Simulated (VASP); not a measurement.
# B3As5 in VASP: a series of runs

B3As5 is run at these levels: PBE; tasks: single point, relaxation of cell and atoms.

Everything below comes from runs of VASP 6.6.1. Logs are shortened: lines on timing, memory, paths and dates and some standing lists are left out, and cuts for length are marked.

## Step 1: The cell of the first run

It takes space group P3m1 (No. 156, trigonal). Conventional cell: a = 3.467 Å, b = 3.467 Å, c = 12.372 Å, α = 90.00°, β = 90.00°, γ = 120.00°. B (site symmetry 3m) has 4 As at 2.10 to 2.11 Å within 2.8 Å. B (site symmetry 3m) has 4 As at 2.09 to 2.12 Å within 2.8 Å. Within 2.8 Å of B (site symmetry 3m) lie 4 As at 2.09 to 2.11 Å. Within 2.8 Å of As (site symmetry 3m) lie 4 B at 2.09 to 2.11 Å. Within 2.8 Å of As (site symmetry 3m) lie 3 B at 2.12 Å. Within 2.8 Å of As (site symmetry 3m) lie 4 B at 2.09 to 2.11 Å. Within 2.8 Å of As (site symmetry 3m) lie 1 B at 2.10 Å and 3 As at 2.47 Å. As (site symmetry 3m) has 12 As at 2.47 to 3.47 Å and 1 B at 3.31 Å within 3.5 Å.

## Step 2: Single point, PBE

INCAR

```
PREC = Accurate
ENCUT = 520
EDIFF = 1E-6
ISMEAR = 0
SIGMA = 0.2
LREAL = F
LASPH = T
NELM = 100
ALGO = Normal
ISIF = 2
LWAVE = F
LCHARG = T
GGA = PE
LELF = T
LVHAR = T
NBANDS = 27
```

KPOINTS

```
regular mesh
0
Gamma
  5 5 2
```

POSCAR

```
B3As5
1.0
    3.4671705439      0.0000000000      0.0000000000
   -1.7335852720      3.0026577703      0.0000000000
    0.0000000000      0.0000000000     12.3721857700
B As
3 5
Direct
    0.0000000000      0.0000000000      0.4787242620
    0.3333333333      0.6666666667      0.0321382383
    0.6666666667      0.3333333333      0.2558185965
    0.6666666667      0.3333333333      0.4246359602
    0.0000000000      0.0000000000     -0.0239676888
    0.3333333333      0.6666666667      0.2011396646
    0.0000000000      0.0000000000      0.6480665532
    0.3333333333      0.6666666667      0.7649444140
```

Potentials or basis: VASP PAW PBE potentials, release 64 (B, As).

Run with:

```
$ cat potpaw_PBE.64/B/POTCAR potpaw_PBE.64/As/POTCAR > POTCAR
$ mpirun -np 1 vasp_std > vasp.out
```

OUTCAR:

```text
PREC = Accurate
   ENCUT = 520
   EDIFF = 1E-6
   ISMEAR = 0
   LREAL = F
   LASPH = T
   NELM = 100
   ISIF = 2
   GGA = PE

 ion  position               nearest neighbor table
   1  0.000  0.000  0.479-   7 2.10   4 2.11   4 2.11   4 2.11
   2  0.333  0.667  0.032-   6 2.09   5 2.12   5 2.12   5 2.12
   3  0.667  0.333  0.256-   4 2.09   6 2.11   6 2.11   6 2.11
   4  0.667  0.333  0.425-   3 2.09   1 2.11   1 2.11   1 2.11
   5  0.000  0.000  0.976-   2 2.12   2 2.12   2 2.12
   6  0.333  0.667  0.201-   2 2.09   3 2.11   3 2.11   3 2.11
   7  0.000  0.000  0.648-   1 2.10   8 2.47   8 2.47   8 2.47
   8  0.333  0.667  0.765-   7 2.47   7 2.47   7 2.47

  LATTYP: Found a hexagonal cell.
 ALAT       =     3.4671705439
 C/A-ratio  =     3.5683810800

  Lattice vectors:

 A1 = (   3.4671705439,   0.0000000000,   0.0000000000)
 A2 = (  -1.7335852720,   3.0026577703,   0.0000000000)
 A3 = (   0.0000000000,   0.0000000000,  12.3721857700)

Analysis of symmetry for initial positions (statically):
=====================================================================
 Subroutine PRICEL returns:
 Original cell was already a primitive cell.

 Routine SETGRP: Setting up the symmetry group for a
 hexagonal supercell.

 Subroutine GETGRP returns: Found  6 space group operations
 (whereof  6 operations were pure point group operations)
 out of a pool of 24 trial point group operations.

The static configuration has the point symmetry C_3v.

Analysis of symmetry for dynamics (positions and initial velocities):
=====================================================================
 Subroutine PRICEL returns:
 Original cell was already a primitive cell.

 Routine SETGRP: Setting up the symmetry group for a
 hexagonal supercell.

 Subroutine GETGRP returns: Found  6 space group operations
 (whereof  6 operations were pure point group operations)
 out of a pool of 24 trial point group operations.

The dynamic configuration has the point symmetry C_3v.

 Subroutine INISYM returns: Found  6 space group operations
 (whereof  6 operations are pure point group operations),
 and found     1 'primitive' translations

----------------------------------------------------------------------------------------

                                     Primitive cell

  volume of cell :     128.8034

  direct lattice vectors                    reciprocal lattice vectors
     3.467170544  0.000000000  0.000000000     0.288419617  0.166519143  0.000000000
    -1.733585272  3.002657770  0.000000000     0.000000000  0.333038287  0.000000000
     0.000000000  0.000000000 12.372185770     0.000000000  0.000000000  0.080826462

  length of vectors
     3.467170544  3.467170544 12.372185770     0.333038287  0.333038287  0.080826462

  position of ions in fractional coordinates (direct lattice)
     0.000000000  0.000000000  0.478724262
     0.333333333  0.666666667  0.032138238
     0.666666667  0.333333333  0.255818596
     0.666666667  0.333333333  0.424635960
     0.000000000  0.000000000  0.976032311
     0.333333333  0.666666667  0.201139665
     0.000000000  0.000000000  0.648066553
     0.333333333  0.666666667  0.764944414

  ion indices of the primitive-cell ions
   primitive index   ion index
                 1           1
                 2           2
                 3           3
                 4           4
                 5           5
                 6           6
                 7           7
                 8           8

----------------------------------------------------------------------------------------

 KPOINTS: regular mesh

Automatic generation of k-mesh.
 Grid dimensions read from file:
 generate k-points for:    5    5    2

 Generating k-lattice:

  Cartesian coordinates                     Fractional coordinates (reciprocal lattice)
     0.057683923  0.033303829  0.000000000     0.200000000  0.000000000  0.000000000
     0.000000000  0.066607657  0.000000000     0.000000000  0.200000000  0.000000000
     0.000000000  0.000000000  0.040413231     0.000000000  0.000000000  0.500000000

  Length of vectors
     0.066607657  0.066607657  0.040413231

  Shift w.r.t. Gamma in fractional coordinates (k-lattice)
     0.000000000  0.000000000  0.000000000

 Subroutine IBZKPT returns following result:
 ===========================================

 Found     10 irreducible k-points:

 Following reciprocal coordinates:
            Coordinates               Weight
  0.000000  0.000000  0.000000      1.000000
  0.200000  0.000000  0.000000      6.000000
  0.400000  0.000000  0.000000      6.000000
  0.200000  0.200000  0.000000      6.000000
  0.400000  0.200000  0.000000      6.000000
  0.000000  0.000000  0.500000      1.000000
  0.200000  0.000000  0.500000      6.000000
  0.400000  0.000000  0.500000      6.000000
  0.200000  0.200000  0.500000      6.000000
  0.400000  0.200000  0.500000      6.000000
   k-points           NKPTS =     10   k-points in BZ     NKDIM =     10   number of bands    NBANDS=     27
   number of dos      NEDOS =    301   number of ions     NIONS =      8
   total plane-waves  NPLWV =  75264
   dimension x,y,z NGX =    28 NGY =   28 NGZ =   96
   dimension x,y,z NGXF=    56 NGYF=   56 NGZF=  192
   ions per type =               3   5
   NGX,Y,Z   is equivalent  to a cutoff of  13.43, 13.43, 12.90 a.u.
   NGXF,Y,Z  is equivalent  to a cutoff of  26.85, 26.85, 25.80 a.u.
 SYSTEM =  unknown system
   PREC   = accura    normal or accurate (medium, high low for compatibility)
   ISTART =      0    job   : 0-new  1-cont  2-samecut
   ICHARG =      2    charge: 1-file 2-atom 10-const
   ISPIN  =      1    spin polarized calculation?
   LNONCOLLINEAR =      F non collinear calculations
   LSORBIT =      F    spin-orbit coupling
   LASPH  =      T    aspherical Exc in radial PAW
   ENCUT  =  520.0 eV  38.22 Ry    6.18 a.u.   6.45  6.45 23.00*2*pi/ulx,y,z
   NELM   =    100;   NELMIN=  2; NELMDL= -5     # of ELM steps
   EDIFF  = 0.1E-05   stopping-criterion for ELM
   LREAL  =      F    real-space projection
   EDIFFG = 0.1E-04   stopping-criterion for IOM
   NSW    =      0    number of steps for IOM
   IBRION =     -1    ionic relax: 0-MD 1-quasi-New 2-CG
   NFREE  =      0    steps in history (QN), initial steepest desc. (CG)
   ISIF   =      2    stress and relaxation
   ISYM   =      2    0-nonsym 1-usesym 2-fastsym
   POTIM  = 0.5000    time-step for ionic-motion
   TEBEG  =    0.0;   TEEND  =   0.0 temperature during run
   PSTRESS=    0.0 pullay stress
   NELECT =      34.0000    total number of electrons
   NUPDOWN=      -1.0000    fix difference up-down
   EMIN   =  10.00;   EMAX   =-10.00  energy-range for DOS
   EFERMI =   0.00;   METHOD = LEGACY
   ISMEAR =     0;   SIGMA  =   0.20  broadening in eV -4-tet -1-fermi 0-gaus
   EFERMI_NEDOS =   21; number of points for ismear=-14 and -15
   IALGO  =     38    algorithm
   IMIX   =      4    mixing-type and parameters
     AMIX     =   0.40;   BMIX     =  1.00
     AMIX_MAG =   1.60;   BMIX_MAG =  1.00
  volume/ion in A,a.u.               =      16.10       108.65
  Fermi-wavevector in a.u.,A,eV,Ry     =   1.050168  1.984529 15.005214  1.102852
  Thomas-Fermi vector in A             =   2.185160
   LORBIT       =      0    0 simple, 1 ext, 2 COOP (PROOUT), +10 PAW based schemes
   GGA     = PE    functional components
   LHFCALC =     F    Hartree Fock is set to
   AEXX    =    0.0000 exact exchange contribution
   IVDW    =     0    specifies the selected vdW correction
   LEPSILON=     F    determine dielectric tensor
   LRPA    =     F    only Hartree local field effects (RPA)
 non-spin polarized calculation
 Gauss-broadening in eV      SIGMA  =   0.20
  energy-cutoff  :      520.00
  volume of cell :      128.80
 maximum number of plane-waves:      3515
 NGX is ok and might be reduce to    28
   NGX = 13   NGY = 13   NGZ = 47

 number of electron      34.0000000 magnetization

 Free energy of the ion-electron system (eV)
  ---------------------------------------------------
  ext. energy  EPLUGINS =         0.00000000
  ---------------------------------------------------
  free energy    TOTEN  =       -42.18216906 eV

  energy without entropy =      -42.16036167  energy(sigma->0) =      -42.17126536

 E-fermi :   5.8131     XC(G=0): -10.2504

 val. band max:        5.6250621016   @ k =   0.2000   0.0000   0.0000
 cond. band min:       5.9411491649   @ k =   0.4000   0.0000   0.5000
 fundamental gap:      0.3160870633
 Fermi energy:         5.8131458322

 k-point     1 :       0.0000    0.0000    0.0000
  band No.  band energies     occupation
      1      -9.9728      2.00000
      2      -9.0449      2.00000
      3      -8.2183      2.00000
      4      -6.7852      2.00000
      5      -4.3794      2.00000
      6      -0.9673      2.00000
[... 19 lines left out ...]
     26       9.7767      0.00000
     27       9.7767      0.00000

 k-point     2 :       0.2000    0.0000    0.0000
  band No.  band energies     occupation
      1      -9.4030      2.00000
      2      -8.5109      2.00000
      3      -7.6980      2.00000
      4      -6.2869      2.00000
      5      -4.1397      2.00000
      6      -0.9759      2.00000
[... 19 lines left out ...]
     26      10.7935      0.00000
     27      11.2917      0.00000

 k-point     3 :       0.4000    0.0000    0.0000
  band No.  band energies     occupation
      1      -7.8581      2.00000
      2      -7.1432      2.00000
      3      -6.4180      2.00000
      4      -5.2361      2.00000
      5      -4.6714      2.00000
      6      -2.5768      2.00000
[... 19 lines left out ...]
     26      11.0529      0.00000
     27      11.4358      0.00000

 k-point     4 :       0.2000    0.2000    0.0000
  band No.  band energies     occupation
      1      -8.3207      2.00000
      2      -7.5216      2.00000
      3      -6.7567      2.00000
      4      -5.4319      2.00000
      5      -4.2698      2.00000
      6      -1.8254      2.00000
[... 19 lines left out ...]
     26      11.0845      0.00000
     27      11.1780      0.00000

 k-point     5 :       0.4000    0.2000    0.0000
  band No.  band energies     occupation
      1      -6.8439      2.00000
      2      -6.4910      2.00000
      3      -5.8707      2.00000
      4      -5.3776      2.00000
      5      -4.7843      2.00000
      6      -2.7897      2.00000
[... 19 lines left out ...]
     26      10.9106      0.00000
     27      11.8928      0.00000

 k-point     6 :       0.0000    0.0000    0.5000
  band No.  band energies     occupation
      1      -9.9612      2.00000
      2      -9.1213      2.00000
      3      -8.0333      2.00000
      4      -7.0055      2.00000
      5      -4.0633      2.00000
      6      -1.8131      2.00000
[... 19 lines left out ...]
     26       9.7485      0.00000
     27       9.8173      0.00000

 k-point     7 :       0.2000    0.0000    0.5000
  band No.  band energies     occupation
      1      -9.3911      2.00000
      2      -8.5858      2.00000
      3      -7.5209      2.00000
      4      -6.4987      2.00000
      5      -3.8891      2.00000
      6      -1.4791      2.00000
[... 19 lines left out ...]
     26      10.8405      0.00000
     27      11.0717      0.00000

 k-point     8 :       0.4000    0.0000    0.5000
  band No.  band energies     occupation
      1      -7.8484      2.00000
      2      -7.1905      2.00000
      3      -6.3320      2.00000
      4      -5.3212      2.00000
      5      -4.6471      2.00000
      6      -2.5735      2.00000
[... 19 lines left out ...]
     26      10.9771      0.00000
     27      11.3230      0.00000

 k-point     9 :       0.2000    0.2000    0.5000
  band No.  band energies     occupation
      1      -8.3089      2.00000
      2      -7.5882      2.00000
      3      -6.6111      2.00000
      4      -5.6103      2.00000
      5      -4.1639      2.00000
      6      -1.7737      2.00000
[... 19 lines left out ...]
     26      11.0472      0.00000
     27      11.4641      0.00000

 k-point    10 :       0.4000    0.2000    0.5000
  band No.  band energies     occupation
      1      -6.8469      2.00000
      2      -6.4742      2.00000
      3      -5.9149      2.00000
      4      -5.3416      2.00000
      5      -4.7803      2.00000
      6      -2.8080      2.00000
[... 19 lines left out ...]
     26      11.0960      0.00000
     27      11.5644      0.00000

------------------------ aborting loop because EDIFF is reached ----------------------------------------

  FORCE on cell =-STRESS in cart. coord.  units (eV):
  Direction    XX          YY          ZZ          XY          YZ          ZX
  --------------------------------------------------------------------------------------
  -------------------------------------------------------------------------------------
  Total        0.3708499      0.3708499      0.3062807     -0.0000000      0.0000000      0.0000000
  in kB        4.6129768      4.6129768      3.8098055     -0.0000000      0.0000000      0.0000000
  external PRESSURE =       4.3452530 kB  Pullay stress =       0.0000000 kB

 VOLUME and BASIS-vectors are now :
 -----------------------------------------------------------------------------
  energy-cutoff  :      520.00
  volume of cell :      128.80
      direct lattice vectors                 reciprocal lattice vectors
     3.467170544  0.000000000  0.000000000     0.288419617  0.166519143  0.000000000
    -1.733585272  3.002657770  0.000000000     0.000000000  0.333038287  0.000000000
     0.000000000  0.000000000 12.372185770     0.000000000  0.000000000  0.080826462

 POSITION                                       TOTAL-FORCE (eV/Angst)
 -----------------------------------------------------------------------------------
      0.00000      0.00000      5.92287         0.000000      0.000000      0.010910
     -0.00000      2.00177      0.39762         0.000000     -0.000000     -0.006658
      1.73359      1.00089      3.16504        -0.000000      0.000000     -0.001913
      1.73359      1.00089      5.25367         0.000000      0.000000     -0.005754
      0.00000      0.00000     12.07565         0.000000     -0.000000     -0.042880
     -0.00000      2.00177      2.48854        -0.000000     -0.000000      0.009341
      0.00000      0.00000      8.01800        -0.000000     -0.000000     -0.030671
     -0.00000      2.00177      9.46403        -0.000000     -0.000000      0.067624
 -----------------------------------------------------------------------------------
    total drift:                                0.000000     -0.000000      0.000681

  FREE ENERGIE OF THE ION-ELECTRON SYSTEM (eV)
  ---------------------------------------------------
  free  energy   TOTEN  =       -42.1821690580 eV

  energy  without entropy=      -42.1603616682  energy(sigma->0) =      -42.17126536
```

Wall time 89 s (1 thread of Intel Xeon 8259CL, shared host); peak memory 0.25 GiB.

What came out:

- Free energy: -42.1822 eV
- Pressure: 0.4 GPa
- Largest force: 0.068 eV/Å
- Band gap on the k mesh: zero (bands 17 and 18 overlap by 0.51 eV)

Forces in eV/Å, atoms in the order of the input:
```
B    0.000  0.000  0.011
B    0.000  0.000 -0.007
B    0.000  0.000 -0.002
As   0.000  0.000 -0.006
As   0.000  0.000 -0.043
As   0.000  0.000  0.009
As   0.000  0.000 -0.031
As   0.000  0.000  0.068
```

Stress tensor (GPa, compression positive):
```
0.46 0.00 0.00
0.00 0.46 0.00
0.00 0.00 0.38
```

Caveat: the k points lie up to 0.42 Å⁻¹ apart, too coarse for converged energies and pressures of a metal; semilocal functionals underestimate gaps, and a narrow one can read as zero.

(Continued in part 2 of 2.)

The gap in the log of VASP goes by the Fermi energy; the results here count the filled bands.